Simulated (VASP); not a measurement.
# SiC: single point with LDA

SiC:

```
Si C
1.0
     0.00000    2.17842    2.17842
     2.17842    0.00000    2.17842
     2.17842    2.17842    0.00000
Si C
1 1
Direct
  0.00000 0.00000 0.00000
  0.25000 0.25000 0.25000
```

```yaml
Program: VASP 6.6.1
Task: single point
Functional: LDA
Potentials_or_basis: VASP PAW LDA potentials, release 64 (Si, C)
Cutoff: 520 eV
k_mesh: 10 × 10 × 10
Occupations: gaussian, width 0.02 eV
Spin: no spin polarisation
Dipole_correction: no
Further_INCAR_settings: ALGO = Normal; EDIFF = 1e-07; NBANDS = 11
```

```
Pressure               : -3.9 GPa
Band gap on the k mesh : 1.30 eV (least direct gap 4.50 eV)
```

Levels at points of the mesh, in eV from the valence-band top:
```csv
k point,band 1,band 2,band 3,band 4,band 5,band 6,band 7,band 8,band 9
"(0.00, 0.00, 0.00)",-15.32,0.00,0.00,0.00,6.30,7.20,7.20,7.20,14.46
"(0.50, 0.00, 0.00)",-11.70,-8.56,-1.05,-1.05,5.40,7.13,7.13,9.92,15.94
"(0.50, 0.50, 0.00)",-10.22,-7.81,-3.19,-3.19,1.30,4.19,13.84,13.84,14.56
```

Wall time 6.3 s on 1 thread of Intel(R) Xeon(R) Platinum 8259CL CPU @ 2.50GHz (Skylake/Cascade Lake), with other jobs on the host, peak memory 0.12 GiB.

Caveat: the cell stands under tension. A k mesh can miss the band edges.
